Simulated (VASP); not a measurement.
BeCd3S2, 6 atoms in the cell. The structure is tetragonal, space group I4/mmm (No. 139). The conventional cell has a = 5.728 Å, b = 5.728 Å, c = 9.660 Å, α = 90.00°, β = 90.00°, γ = 90.00°. Within 3.8 Å of Be (site symmetry 4/mmm) lie 4 Cd at 2.86 Å and 8 S at 3.75 Å. Within 3.8 Å of Cd (site symmetry 4/mmm) lie 4 Cd at 2.86 Å and 8 S at 3.75 Å. Cd (site symmetry mmm) has 2 S at 2.42 Å and 2 Be at 2.86 Å and 2 Cd at 2.86 Å within 3.2 Å. S (site symmetry -4m2) has 2 Cd at 2.42 Å within 3.2 Å. 

* Program: VASP 6.6.1
* Task: single point
* Functional: PBE
* Potentials or basis: VASP PAW PBE potentials, release 64 (Be, Cd, S)
* Cutoff: 520 eV
* k mesh: 4 × 4 × 4
* Occupations: gaussian, width 0.1 eV
* Spin: no spin polarisation
* Dipole correction: no
* Further INCAR settings: ALGO = Normal; EDIFF = 1e-06; NBANDS = 34

Potentials or basis: VASP PAW PBE potentials, release 64 (Be, Cd, S).

Launch:

```sh
$ cat potpaw_PBE.64/Be/POTCAR potpaw_PBE.64/Cd/POTCAR potpaw_PBE.64/S/POTCAR > POTCAR
$ mpirun -np 1 vasp_std > vasp.out
```

Hardware: 1 thread of Intel(R) Xeon(R) Platinum 8488C (Sapphire Rapids) (shared host).

Estimate the wall time of this run.

Wall time 65 s on 1 thread of Intel(R) Xeon(R) Platinum 8488C (Sapphire Rapids) (shared host), peak memory 0.34 GiB. Counts: scf iterations 14, k points 13.
